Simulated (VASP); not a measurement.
# Si in VASP: notebook

The runs below take Si through single point, with PBE.

All numbers are computed with VASP 6.6.1; they aren't measurements. Logs are shortened: lines on timing, memory, paths and dates and some standing lists are left out, and cuts for length are marked.

### 1 The cell of the first run

The cell holds a slab with vacuum, 5 atoms: a = 3.868 Å, b = 3.868 Å, c = 19.437 Å, α = 90.00°, β = 90.00°, γ = 120.00°.

### 2 Single point, PBE, collinear spin

Contents of INCAR:

```
PREC = Accurate
ENCUT = 520
EDIFF = 1E-7
ISMEAR = 0
SIGMA = 0.05
LREAL = F
LASPH = T
NELM = 150
ALGO = Normal
ISIF = 2
LWAVE = F
LCHARG = F
ISPIN = 2
MAGMOM = 0 0 0 0 2
LORBIT = 11
LDIPOL = T
IDIPOL = 3
DIPOL = 0.5 0.5 0.350
GGA = PE
NBANDS = 22
```

Contents of KPOINTS:

```
Automatic mesh
0
Gamma
  9 9 1
```

Contents of POSCAR:

```
Si
1.0
    3.8675355712      0.0000000000      0.0000000000
   -1.9337677856      3.3493840547      0.0000000000
    0.0000000000      0.0000000000     19.4372968022
Si
5
Direct
    0.3333333333      0.6666666667      0.2057899327
    0.0000000000      0.0000000000      0.2464055286
    0.0000000000      0.0000000000      0.3748662336
    0.6666666666      0.3333333333      0.4083539436
    0.8333333333      0.6666666667      0.5162296256
```

Potentials or basis: VASP PAW PBE potentials, release 64 (Si).

Launch:

```bash
$ cat potpaw_PBE.64/Si/POTCAR > POTCAR
$ mpirun -np 1 vasp_std > vasp.out
```

OUTCAR:

```text
PREC = Accurate
   ENCUT = 520
   EDIFF = 1E-7
   ISMEAR = 0
   LREAL = F
   LASPH = T
   NELM = 150
   ISIF = 2
   ISPIN = 2
   LORBIT = 11
   GGA = PE

 ion  position               nearest neighbor table
   1  0.333  0.667  0.206-   2 2.37   2 2.37   2 2.37
   2  0.000  0.000  0.246-   1 2.37   1 2.37   1 2.37   3 2.50
   3  0.000  0.000  0.375-   4 2.33   4 2.33   4 2.33   2 2.50   5 2.97
   4  0.667  0.333  0.408-   3 2.33   3 2.33   3 2.33   5 2.38
   5  0.833  0.667  0.516-   4 2.38   3 2.97

  LATTYP: Found a hexagonal cell.
 ALAT       =     3.8675355712
 C/A-ratio  =     5.0257577324

  Lattice vectors:

 A1 = (   3.8675355712,   0.0000000000,   0.0000000000)
 A2 = (  -1.9337677856,   3.3493840547,   0.0000000000)
 A3 = (   0.0000000000,   0.0000000000,  19.4372968022)

Analysis of symmetry for initial positions (statically):
=====================================================================
 Subroutine PRICEL returns:
 Original cell was already a primitive cell.

 Routine SETGRP: Setting up the symmetry group for a
 hexagonal supercell.

 Subroutine GETGRP returns: Found  2 space group operations
 (whereof  2 operations were pure point group operations)
 out of a pool of 24 trial point group operations.

The static configuration has the point symmetry C_1h.

Analysis of symmetry for dynamics (positions and initial velocities):
=====================================================================
 Subroutine PRICEL returns:
 Original cell was already a primitive cell.

 Routine SETGRP: Setting up the symmetry group for a
 hexagonal supercell.

 Subroutine GETGRP returns: Found  2 space group operations
 (whereof  2 operations were pure point group operations)
 out of a pool of 24 trial point group operations.

The dynamic configuration has the point symmetry C_1h.

Analysis of structural, dynamic, and magnetic symmetry:
=====================================================================
 Subroutine PRICEL returns:
 Original cell was already a primitive cell.

 Routine SETGRP: Setting up the symmetry group for a
 hexagonal supercell.

 Subroutine GETGRP returns: Found  2 space group operations
 (whereof  2 operations were pure point group operations)
 out of a pool of 24 trial point group operations.

The overall configuration has the point symmetry C_1h.

 Subroutine INISYM returns: Found  2 space group operations
 (whereof  2 operations are pure point group operations),
 and found     1 'primitive' translations
[... 140 lines left out ...]

 number of electron      20.0000002 magnetization       0.1252458

 number of electron      20.0000002 magnetization      -0.0225960

 dipolmoment           0.000000      0.000000     -0.012630 electrons x Angstroem

 Free energy of the ion-electron system (eV)
  ---------------------------------------------------
  ext. energy  EPLUGINS =         0.00000000
  ---------------------------------------------------
  free energy    TOTEN  =       -23.56710885 eV

  energy without entropy =      -23.56394028  energy(sigma->0) =      -23.56552456

 E-fermi :  -0.4867     XC(G=0):  -4.6947

 val. band max:       -0.4916777150   @ k =   0.4444   0.1111   0.0000
 cond. band min:      -0.4710130894   @ k =   0.4444   0.1111   0.0000
 fundamental gap:      0.0206646255
 Fermi energy:        -0.4866698721

 spin component 1

 k-point     1 :       0.0000    0.0000    0.0000
  band No.  band energies     occupation
      1     -12.3408      1.00000
      2     -10.8618      1.00000
      3      -8.1770      1.00000
      4      -5.1072      1.00000
      5      -2.6060      1.00000
      6      -1.9024      1.00000
[... 589 lines left out ...]
     21       6.5702      0.00000
     22       6.7012      0.00000

 [... further k-points ...]

 spin component 2

 k-point     1 :       0.0000    0.0000    0.0000
  band No.  band energies     occupation
      1     -12.3423      1.00000
      2     -10.8676      1.00000
      3      -8.1775      1.00000
      4      -5.1140      1.00000
      5      -2.6114      1.00000
      6      -1.9078      1.00000
[... 589 lines left out ...]
     21       6.5700      0.00000
     22       6.6964      0.00000

 [... further k-points ...]

------------------------ aborting loop because EDIFF is reached ----------------------------------------

 vacuum level on the upper side and lower side of the slab       (xc-potential included)        -0.134         0.045

  FORCE on cell =-STRESS in cart. coord.  units (eV):
  Direction    XX          YY          ZZ          XY          YZ          ZX
  --------------------------------------------------------------------------------------
  -------------------------------------------------------------------------------------
  Total       -1.9711870     -1.7461244     -0.3873416      0.0000000      0.1507660      0.0000000
  in kB      -12.5430534    -11.1109358     -2.4647311      0.0000000      0.9593537      0.0000000
  external PRESSURE =      -8.7062401 kB  Pullay stress =       0.0000000 kB

 VOLUME and BASIS-vectors are now :
 -----------------------------------------------------------------------------
  energy-cutoff  :      520.00
  volume of cell :      251.79
      direct lattice vectors                 reciprocal lattice vectors
     3.867535571  0.000000000  0.000000000     0.258562586  0.149281179  0.000000000
    -1.933767786  3.349384055  0.000000000     0.000000000  0.298562358  0.000000000
     0.000000000  0.000000000 19.437296802     0.000000000  0.000000000  0.051447483

 POSITION                                       TOTAL-FORCE (eV/Angst)
 -----------------------------------------------------------------------------------
     -0.00000      2.23292      4.00000        -0.000000     -0.126863      0.687485
      0.00000      0.00000      4.78946         0.000000      0.063601     -0.553686
      0.00000      0.00000      7.28639        -0.000000      0.250591     -0.847751
      1.93377      1.11646      7.93730        -0.000000     -0.194333      0.697307
      1.93377      2.23292     10.03411         0.000000      0.007004      0.016645
 -----------------------------------------------------------------------------------
    total drift:                                0.000000     -0.000001     -0.000162

  FREE ENERGIE OF THE ION-ELECTRON SYSTEM (eV)
  ---------------------------------------------------
  free  energy   TOTEN  =       -23.5671088468 eV

  energy  without entropy=      -23.5639402780  energy(sigma->0) =      -23.56552456

 vacuum level on the upper side and lower side of the slab         4.101         4.289

 total charge

# of ion       s       p       d       tot
------------------------------------------
    1        0.803   0.832   0.000   1.635
    2        0.769   0.873   0.000   1.642
    3        0.781   0.886   0.000   1.667
    4        0.762   0.925   0.000   1.686
    5        0.925   0.590   0.000   1.515
--------------------------------------------------
tot          4.039   4.106   0.000   8.144

 magnetization (x)

# of ion       s       p       d       tot
------------------------------------------
    1       -0.001  -0.006   0.000  -0.007
    2        0.000  -0.000   0.000   0.000
    3        0.000  -0.001   0.000  -0.001
    4       -0.000  -0.000   0.000  -0.000
    5        0.000   0.000   0.000   0.001
--------------------------------------------------
tot         -0.001  -0.007   0.000  -0.008
```

OSZICAR:

```text
N       E                     dE             d eps       ncg     rms          rms(c)
DAV:   1     0.662238587879E+02    0.66224E+02   -0.63591E+03  2200   0.660E+02
DAV:   2    -0.180321331803E+02   -0.84256E+02   -0.80533E+02  2978   0.116E+02
DAV:   3    -0.236680171229E+02   -0.56359E+01   -0.55350E+01  2818   0.287E+01
DAV:   4    -0.238275919808E+02   -0.15957E+00   -0.15939E+00  3210   0.606E+00
[... 35 lines left out ...]
DAV:  40    -0.235671081485E+02   -0.31737E-06   -0.54977E-07  2544   0.143E-03    0.102E-04
DAV:  41    -0.235671084149E+02   -0.26643E-06   -0.77256E-08  2402   0.828E-04    0.118E-04
DAV:  42    -0.235671086153E+02   -0.20038E-06   -0.58684E-08  2326   0.638E-04    0.399E-05
DAV:  43    -0.235671087580E+02   -0.14268E-06   -0.48035E-08  2354   0.567E-04    0.455E-05
DAV:  44    -0.235671088468E+02   -0.88800E-07   -0.49532E-08  2244   0.534E-04
   1 F= -.23567109E+02 E0= -.23565525E+02  d E =-.316857E-02  mag=    -0.0224
```

Wall time 20 min (1 thread of AMD EPYC 7R43 (Zen 3), shared host); peak memory 0.56 GiB.

Results:

| Item | Value |
| --- | --- |
| Free energy | -23.5671 eV |
| Largest force | 0.884 eV/Å |
| Band gap on the k mesh | zero (filled and empty bands overlap) |
| Net moment | -0.02 μB per cell |
| Valence electrons inside the program's atomic spheres | Si 1.64, 1.67, 1.69, 1.51 |

Forces on the atoms (eV/Å):
```
Si   0.000 -0.127  0.687
Si   0.000  0.064 -0.554
Si   0.000  0.251 -0.848
Si   0.000 -0.194  0.697
Si   0.000  0.007  0.017
```

Levels at points of the mesh, in eV from the Fermi level:
Spin up:
```
           k point  band 6  band 7  band 8  band 9  band 10  band 11  band 12  band 13  band 14  band 15
(0.00, 0.00, 0.00)   -1.42   -1.34   -0.30   -0.29     0.52     0.67     1.65     2.45     2.73     3.18
```
Spin down:
```tsv
k point	band 8	band 9	band 10	band 11	band 12	band 13
(0.00, 0.00, 0.00)	-0.30	-0.29	0.51	0.66	1.65	2.44
```

### 3 Single point, PBE, collinear spin

Contents of INCAR:

```
ALGO     = Normal         # electronic algorithm
DIPOL    = 0.5 0.5 0.351
EDIFF    = 1E-6           # SCF threshold, eV
ENCUT    = 520            # plane-wave cutoff, eV
GGA      = PE             # functional
IDIPOL   = 3            
ISIF     = 2              # what is computed and relaxed
ISMEAR   = 0              # smearing method
ISPIN    = 2              # spin polarisation
LASPH    = T              # aspherical terms in the spheres
LCHARG   = F              # write CHGCAR
LDIPOL   = T            
LORBIT   = 11             # projections on sites
LREAL    = F              # projectors in reciprocal space
LWAVE    = F              # write WAVECAR
MAGMOM   = 0 0 0 0 2      # initial moments
NBANDS   = 22             # bands
NELM     = 150            # most SCF steps
PREC     = Accurate       # precision mode
SIGMA    = 0.05           # smearing width, eV
```

Contents of KPOINTS:

```
k-points
0
Gamma
  9 9 1
```

Contents of POSCAR:

```
Si
1.0
    3.8675355712      0.0000000000      0.0000000000
   -1.9337677856      3.3493840547      0.0000000000
    0.0000000000      0.0000000000     19.4372968022
Si
5
Direct
    0.3333333333      0.6666666666      0.2057899327
    0.0000000000      0.0000000000      0.2464055286
    0.0000000000      0.0000000000      0.3748662336
    0.6666666667      0.3333333333      0.4083539436
    1.0000000000      0.5000000000      0.5171379223
```

Potentials or basis: VASP PAW PBE potentials, release 64 (Si).

Launch:

```bash
$ cat potpaw_PBE.64/Si/POTCAR > POTCAR
$ mpirun -np 1 vasp_std > vasp.out
```

Wall time 14 min (1 thread of AMD EPYC 7R43 (Zen 3), shared host); peak memory 0.54 GiB.

The run converged. Its results:

```yaml
Free_energy: -23.5031 eV
Largest_force: 0.936 eV/Å
Net_moment: -0.22 μB per cell
Site_moments: Si -0.08, -0.00, -0.01, +0.01 μB
Valence_electrons_inside_the_program's_atomic_spheres: Si 1.63, 1.64, 1.66, 1.69, 1.51
```

Forces in eV/Å, atoms in the order of the input:
```
Si  -0.041 -0.024  0.720
Si   0.101  0.059 -0.516
Si   0.001  0.000 -0.936
Si   0.123  0.071  0.733
Si  -0.184 -0.106 -0.002
```

Levels at points of the mesh, in eV from the Fermi level:
Spin up:
```csv
k point,band 6,band 7,band 8,band 9,band 10,band 11,band 12,band 13,band 14,band 15
"(0.00, 0.00, 0.00)",-1.39,-1.26,-0.26,-0.24,0.70,1.22,2.01,2.60,2.67,2.92
```
Spin down:
```
           k point  band 8  band 9  band 10  band 11  band 12  band 13
(0.00, 0.00, 0.00)   -0.31   -0.29     0.53     1.21     2.02     2.57
```
